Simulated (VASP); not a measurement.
# NaCl (F-43m) in VASP: single point with HSE06

Aim: the single point of NaCl with HSE06.

All numbers are computed with VASP 6.6.1; they aren't measurements. Logs are shortened: lines on timing, memory, paths and dates and some standing lists are left out, and cuts for length are marked.

## Step 1: The cell of the first run

It takes space group F-43m (No. 216, cubic). Conventional cell: a = 5.961 Å, b = 5.961 Å, c = 5.961 Å, α = 90.00°, β = 90.00°, γ = 90.00°. Within 3.4 Å of Na (site symmetry -43m) lie 4 Cl at 2.58 Å. Within 3.4 Å of Cl (site symmetry -43m) lie 4 Na at 2.58 Å.

## Step 2: Single point, HSE06 (strain -3.5%)

File POSCAR:

```
NaCl
1.0
    0.0000000000      2.9804531401      2.9804531401
    2.9804531401      0.0000000000      2.9804531401
    2.9804531401      2.9804531401      0.0000000000
Na Cl
1 1
Direct
    0.0000000000      0.0000000000      0.0000000000
    0.2500000000      0.2500000000      0.2500000000
```

File INCAR.step1:

```
PREC = Accurate ; ENCUT = 520
EDIFF = 1E-5 ; ISMEAR = 0
SIGMA = 0.01 ; LREAL = False
LASPH = True ; NELM = 100
ALGO = Normal ; ISIF = 2
LWAVE = True ; LCHARG = False
NBANDS = 14 ; GGA = PE
```

File INCAR.step2:

```
PREC = Accurate ; ENCUT = 520
EDIFF = 1E-6 ; ISMEAR = 0
SIGMA = 0.01 ; LREAL = False
LASPH = True ; NELM = 100
ALGO = Normal ; ISIF = 2
LWAVE = False ; LCHARG = False
GGA = PE ; LHFCALC = True
HFSCREEN = 0.2079 ; PRECFOCK = Normal
NBANDS = 14 ; ISTART = 1
```

File KPOINTS:

```
Automatic mesh
0
Gamma
  6 6 6
```

Potentials or basis: VASP PAW PBE potentials, release 64 (Na_pv, Cl).

Command:

```
$ cat potpaw_PBE.64/Na_pv/POTCAR potpaw_PBE.64/Cl/POTCAR > POTCAR
$ cp INCAR.step1 INCAR
$ mpirun -np 1 vasp_std > vasp.out
$ cp INCAR.step2 INCAR
$ mpirun -np 1 vasp_std > vasp.out
```

OUTCAR:

```text
PREC = Accurate
   ENCUT = 520
   EDIFF = 1E-6
   ISMEAR = 0
   LREAL = False
   LASPH = True
   NELM = 100
   ISIF = 2
   GGA = PE
   LHFCALC = True
   HFSCREEN = 0.2079
   PRECFOCK = Normal
   ISTART = 1

 ion  position               nearest neighbor table
   1  0.000  0.000  0.000-   2 2.58   2 2.58   2 2.58   2 2.58
   2  0.250  0.250  0.250-   1 2.58   1 2.58   1 2.58   1 2.58

  LATTYP: Found a face centered cubic cell.
 ALAT       =     5.9609062802

  Lattice vectors:

 A1 = (   0.0000000000,   2.9804531401,   2.9804531401)
 A2 = (   2.9804531401,   0.0000000000,   2.9804531401)
 A3 = (   2.9804531401,   2.9804531401,   0.0000000000)

Analysis of symmetry for initial positions (statically):
=====================================================================
 Subroutine PRICEL returns:
 Original cell was already a primitive cell.

 Routine SETGRP: Setting up the symmetry group for a
 face centered cubic supercell.

 Subroutine GETGRP returns: Found 24 space group operations
 (whereof 24 operations were pure point group operations)
 out of a pool of 48 trial point group operations.

The static configuration has the point symmetry T_d .

Analysis of symmetry for dynamics (positions and initial velocities):
=====================================================================
 Subroutine PRICEL returns:
 Original cell was already a primitive cell.

 Routine SETGRP: Setting up the symmetry group for a
 face centered cubic supercell.

 Subroutine GETGRP returns: Found 24 space group operations
 (whereof 24 operations were pure point group operations)
 out of a pool of 48 trial point group operations.

The dynamic configuration has the point symmetry T_d .

 Subroutine INISYM returns: Found 24 space group operations
 (whereof 24 operations are pure point group operations),
 and found     1 'primitive' translations

----------------------------------------------------------------------------------------

                                     Primitive cell

  volume of cell :      52.9513

  direct lattice vectors                    reciprocal lattice vectors
     0.000000000  2.980453140  2.980453140    -0.167759725  0.167759725  0.167759725
     2.980453140  0.000000000  2.980453140     0.167759725 -0.167759725  0.167759725
     2.980453140  2.980453140  0.000000000     0.167759725  0.167759725 -0.167759725

  length of vectors
     4.214997253  4.214997253  4.214997253     0.290568368  0.290568368  0.290568368

  position of ions in fractional coordinates (direct lattice)
     0.000000000  0.000000000  0.000000000
     0.250000000  0.250000000  0.250000000

  ion indices of the primitive-cell ions
   primitive index   ion index
                 1           1
                 2           2

----------------------------------------------------------------------------------------

 KPOINTS: Automatic mesh

Automatic generation of k-mesh.
 Grid dimensions read from file:
 generate k-points for:    6    6    6

 Generating k-lattice:

  Cartesian coordinates                     Fractional coordinates (reciprocal lattice)
    -0.027959954  0.027959954  0.027959954     0.166666667  0.000000000  0.000000000
     0.027959954 -0.027959954  0.027959954     0.000000000  0.166666667  0.000000000
     0.027959954  0.027959954 -0.027959954     0.000000000  0.000000000  0.166666667

  Length of vectors
     0.048428061  0.048428061  0.048428061

  Shift w.r.t. Gamma in fractional coordinates (k-lattice)
     0.000000000  0.000000000  0.000000000

 Subroutine IBZKPT returns following result:
 ===========================================

 Found     16 irreducible k-points:

 Following reciprocal coordinates:
            Coordinates               Weight
  0.000000  0.000000  0.000000      1.000000
  0.166667  0.000000  0.000000      8.000000
  0.333333  0.000000  0.000000      8.000000
  0.500000  0.000000  0.000000      4.000000
  0.166667  0.166667  0.000000      6.000000
  0.333333  0.166667  0.000000     24.000000
[... 8 lines left out ...]
 -0.333333  0.333333  0.166667     24.000000
 -0.333333  0.500000  0.166667     12.000000
   k-points           NKPTS =     16   k-points in BZ     NKDIM =    216   number of bands    NBANDS=     14
   number of dos      NEDOS =    301   number of ions     NIONS =      2
   total plane-waves  NPLWV =  32768
   dimension x,y,z NGX =    32 NGY =   32 NGZ =   32
   dimension x,y,z NGXF=    64 NGYF=   64 NGZF=   64
   ions per type =               1   1
   NGX,Y,Z   is equivalent  to a cutoff of  12.62, 12.62, 12.62 a.u.
   NGXF,Y,Z  is equivalent  to a cutoff of  25.24, 25.24, 25.24 a.u.
 SYSTEM =  unknown system
   PREC   = accura    normal or accurate (medium, high low for compatibility)
   ISTART =      1    job   : 0-new  1-cont  2-samecut
   ICHARG =      0    charge: 1-file 2-atom 10-const
   ISPIN  =      1    spin polarized calculation?
   LNONCOLLINEAR =      F non collinear calculations
   LSORBIT =      F    spin-orbit coupling
   LASPH  =      T    aspherical Exc in radial PAW
   ENCUT  =  520.0 eV  38.22 Ry    6.18 a.u.   7.84  7.84  7.84*2*pi/ulx,y,z
   NELM   =    100;   NELMIN=  2; NELMDL=  0     # of ELM steps
   EDIFF  = 0.1E-05   stopping-criterion for ELM
   LREAL  =      F    real-space projection
   EDIFFG = 0.1E-04   stopping-criterion for IOM
   NSW    =      0    number of steps for IOM
   IBRION =     -1    ionic relax: 0-MD 1-quasi-New 2-CG
   NFREE  =      0    steps in history (QN), initial steepest desc. (CG)
   ISIF   =      2    stress and relaxation
   ISYM   =      3    0-nonsym 1-usesym 2-fastsym
   POTIM  = 0.5000    time-step for ionic-motion
   TEBEG  =    0.0;   TEEND  =   0.0 temperature during run
   PSTRESS=    0.0 pullay stress
   NELECT =      14.0000    total number of electrons
   NUPDOWN=      -1.0000    fix difference up-down
   EMIN   =  10.00;   EMAX   =-10.00  energy-range for DOS
   EFERMI =   0.00;   METHOD = LEGACY
   ISMEAR =     0;   SIGMA  =   0.01  broadening in eV -4-tet -1-fermi 0-gaus
   EFERMI_NEDOS =   21; number of points for ismear=-14 and -15
   IALGO  =     38    algorithm
   IMIX   =      1    mixing-type and parameters
     AMIX     =   0.40;   BMIX     =  1.00
     AMIX_MAG =   1.60;   BMIX_MAG =  1.00
  volume/ion in A,a.u.               =      26.48       178.67
  Fermi-wavevector in a.u.,A,eV,Ry     =   1.050732  1.985595 15.021340  1.104037
  Thomas-Fermi vector in A             =   2.185747
   LORBIT       =      0    0 simple, 1 ext, 2 COOP (PROOUT), +10 PAW based schemes
   GGA     = PE    functional components
   LHFCALC =     T    Hartree Fock is set to
   PRECFOCK=normal    Normal, Fast or Accurate (Low or Medium for compatibility)
   ENCUT4O =  -1.0   cutoff for four orbital integrals eV
   NKREDX  =     1    reduce k-point grid by
   NKREDY  =     1    reduce k-point grid by
   NKREDZ  =     1    reduce k-point grid by
   AEXX    =    0.2500 exact exchange contribution
   HFSCREEN=    0.2079 screening length (either q_TF or 0.3 A-1)
   HFSCREENC=   0.2079 screening length for correlation (either q_TF or 0.3 A-1)
   ENCUTFOCK=  -1.0 apply spherical cutoff to Coloumb kernel
   IVDW    =     0    specifies the selected vdW correction
   LEPSILON=     F    determine dielectric tensor
   LRPA    =     F    only Hartree local field effects (RPA)
 non-spin polarized calculation
 Gauss-broadening in eV      SIGMA  =   0.01
  energy-cutoff  :      520.00
  volume of cell :       52.95
 maximum number of plane-waves:      1458
  NGX = 24; NGY = 24; NGZ = 24

 number of electron      14.0000007 magnetization

 Free energy of the ion-electron system (eV)
  ---------------------------------------------------
  ext. energy  EPLUGINS =         0.00000000
  ---------------------------------------------------
  free energy    TOTEN  =        -7.66712321 eV

  energy without entropy =       -7.66712321  energy(sigma->0) =       -7.66712321

 E-fermi :  -2.9336     XC(G=0):  -6.0787

 val. band max:       -2.9802080522   @ k =   0.0000   0.0000   0.0000
 cond. band min:       3.5408265942   @ k =   0.0000   0.0000   0.0000
 fundamental gap:      6.5210346464
 Fermi energy:        -2.9336291719

 k-point     1 :       0.0000    0.0000    0.0000
  band No.  band energies     occupation
      1     -25.3546      2.00000
      2     -25.3546      2.00000
      3     -25.3546      2.00000
      4     -16.3849      2.00000
      5      -2.9802      2.00000
      6      -2.9802      2.00000
      7      -2.9802      2.00000
      8       3.5408      0.00000
      9      10.1280      0.00000
     10      10.1280      0.00000
     11      10.1280      0.00000
     12      11.9546      0.00000
     13      11.9546      0.00000
     14      14.6563      0.00000

 k-point     2 :       0.1667    0.0000    0.0000
  band No.  band energies     occupation
      1     -25.3606      2.00000
      2     -25.3553      2.00000
      3     -25.3553      2.00000
      4     -16.3314      2.00000
      5      -3.3676      2.00000
      6      -3.0095      2.00000
      7      -3.0095      2.00000
      8       4.2189      0.00000
      9       9.4757      0.00000
     10      10.2353      0.00000
     11      10.2353      0.00000
     12      11.4886      0.00000
     13      11.4886      0.00000
     14      13.5222      0.00000

 k-point     3 :       0.3333    0.0000    0.0000
  band No.  band energies     occupation
      1     -25.3725      2.00000
      2     -25.3566      2.00000
      3     -25.3566      2.00000
      4     -16.2222      2.00000
      5      -4.0126      2.00000
      6      -3.0668      2.00000
      7      -3.0668      2.00000
      8       5.5529      0.00000
      9       8.4322      0.00000
     10       9.7026      0.00000
     11       9.7026      0.00000
     12      12.4927      0.00000
     13      12.4927      0.00000
     14      13.0394      0.00000
[... 188 lines left out ...]
 k-point    15 :      -0.3333    0.3333    0.1667
  band No.  band energies     occupation
      1     -25.3774      2.00000
      2     -25.3631      2.00000
      3     -25.3596      2.00000
      4     -16.1141      2.00000
      5      -3.9718      2.00000
      6      -3.6286      2.00000
      7      -3.2757      2.00000
      8       6.5957      0.00000
      9       7.7543      0.00000
     10       9.1020      0.00000
     11      10.2631      0.00000
     12      12.5320      0.00000
     13      13.6001      0.00000
     14      14.7852      0.00000

 k-point    16 :      -0.3333    0.5000    0.1667
  band No.  band energies     occupation
      1     -25.3786      2.00000
      2     -25.3628      2.00000
      3     -25.3611      2.00000
      4     -16.0965      2.00000
      5      -3.9898      2.00000
      6      -3.5787      2.00000
      7      -3.3962      2.00000
      8       6.0204      0.00000
      9       8.0780      0.00000
     10       9.6207      0.00000
     11      10.2359      0.00000
     12      13.0469      0.00000
     13      14.2656      0.00000
     14      14.7580      0.00000

------------------------ aborting loop because EDIFF is reached ----------------------------------------

  FORCE on cell =-STRESS in cart. coord.  units (eV):
  Direction    XX          YY          ZZ          XY          YZ          ZX
  --------------------------------------------------------------------------------------
  -------------------------------------------------------------------------------------
  Total        0.9892359      0.9892359      0.9892359      0.0000000     -0.0000000      0.0000000
  in kB       29.9318492     29.9318492     29.9318492      0.0000000     -0.0000000      0.0000000
  external PRESSURE =      29.9318492 kB  Pullay stress =       0.0000000 kB

 VOLUME and BASIS-vectors are now :
 -----------------------------------------------------------------------------
  energy-cutoff  :      520.00
  volume of cell :       52.95
      direct lattice vectors                 reciprocal lattice vectors
     0.000000000  2.980453140  2.980453140    -0.167759725  0.167759725  0.167759725
     2.980453140  0.000000000  2.980453140     0.167759725 -0.167759725  0.167759725
     2.980453140  2.980453140  0.000000000     0.167759725  0.167759725 -0.167759725

 POSITION                                       TOTAL-FORCE (eV/Angst)
 -----------------------------------------------------------------------------------
      0.00000      0.00000      0.00000         0.000000      0.000000      0.000000
      1.49023      1.49023      1.49023        -0.000000     -0.000000     -0.000000
 -----------------------------------------------------------------------------------
    total drift:                               -0.000001     -0.000002     -0.000000

  FREE ENERGIE OF THE ION-ELECTRON SYSTEM (eV)
  ---------------------------------------------------
  free  energy   TOTEN  =        -7.6671232148 eV

  energy  without entropy=       -7.6671232148  energy(sigma->0) =       -7.66712321
```

Run time: 29 min. Hardware: 1 thread of Intel Xeon 8259CL, shared host; peak memory 0.29 GiB.

Results:

- Free energy: -7.6671 eV
- Pressure: 3.0 GPa
- Band gap on the k mesh: 6.52 eV

Caveat: the cell differs from its parent crystal (strain -3.5%); the structure was generated, so it needn't be the stable form of NaCl; the PAW data sets were made with another functional, which shifts forces and pressure a little.
